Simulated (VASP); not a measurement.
## Ti2O: relaxation of cell and atoms with PBEsol

Crystal: Ti2O.

```
CELL_PARAMETERS angstrom
2.92505 0.00000 0.00000
-1.46252 2.53317 0.00000
0.00000 0.00000 4.67942
ATOMIC_POSITIONS crystal
Ti 0.66667 0.33333 0.26271
Ti 0.33333 0.66667 0.73729
O 0.00000 0.00000 0.00000
```

```
Program                : VASP 6.6.1
Task                   : relaxation of cell and atoms
Functional             : PBEsol
Potentials or basis    : VASP PAW PBE potentials, release 64 (Ti_sv, O)
Cutoff                 : 600 eV
k mesh                 : 18 × 18 × 10
Occupations            : gaussian, width 0.1 eV
Spin                   : no spin polarisation
Target pressure        : 3 GPa
Dipole correction      : no
Further INCAR settings : ALGO = Normal; EDIFF = 1e-06; IBRION = 2; EDIFFG = -0.008; NSW = 70; ISIF = 3
```

```yaml
Relaxed_volume: 11.73 Å³/atom
Relaxed_cell: a = 2.937 Å, b = 2.937 Å, c = 4.710 Å, α = 90.00°, β = 90.00°, γ = 120.00°
Space_group_after_relaxing_to_0.1_Å: P-3m1 (No. 164)
Energy_change_on_relaxing_the_run_minimises_the_enthalpy: -5.2 meV/atom
Ionic_steps: 7
Pressure_after_relaxing: 3.0 GPa
Band_gap_on_the_k_mesh: zero (bands 15 and 16 overlap by 0.79 eV)
```

The path:
```tsv
step	energy change (eV)	largest force (eV/Å)	pressure (GPa)	volume (Å³)
1	0.0000	0.1366	6.41	34.67
2	-0.0194	0.0768	-1.26	35.92
3	-0.0160	0.0379	2.92	35.21
4	-0.0158	0.0397	2.93	35.20
5	-0.0157	0.0177	2.99	35.18
6	-0.0154	0.0053	3.04	35.17
7	-0.0157	0.0002	2.98	35.18
```

Final structure:
```
Ti O
1.0
     2.93696    0.00000    0.00000
    -1.46848    2.54348    0.00000
     0.00000    0.00000    4.70972
Ti O
2 1
Direct
  0.66667 0.33333 0.26407
  0.33333 0.66667 0.73593
  0.00000 0.00000 0.00000
```

Levels at points of the mesh, in eV from the Fermi level:
| k point | band 12 | band 13 | band 14 | band 15 | band 16 | band 17 | band 18 | band 19 |
| --- | --- | --- | --- | --- | --- | --- | --- | --- |
| (0.00, 0.00, 0.00) | -6.35 | -3.64 | -0.03 | 0.19 | 0.57 | 0.57 | 1.08 | 1.08 |
| (0.50, 0.00, 0.00) | -6.76 | -2.74 | -1.30 | -0.48 | 1.32 | 1.82 | 2.96 | 2.97 |
| (0.00, 0.00, 0.50) | -6.42 | -1.73 | -1.63 | 0.09 | 0.09 | 1.32 | 2.06 | 2.06 |
| (0.50, 0.00, 0.50) | -6.68 | -1.70 | -1.24 | -0.58 | -0.20 | 1.09 | 2.75 | 2.98 |

Run time: 9.2 min on 1 thread of AMD EPYC 9R45 96-Core Processor (Zen 5) (shared host), peak memory 0.33 GiB.

Caveat: the cell is relaxed towards a set pressure, so the run minimises the enthalpy, not the energy; the PAW data sets were made with another functional, which shifts forces and pressure a little. Zero-point motion and thermal expansion aren't in these numbers.
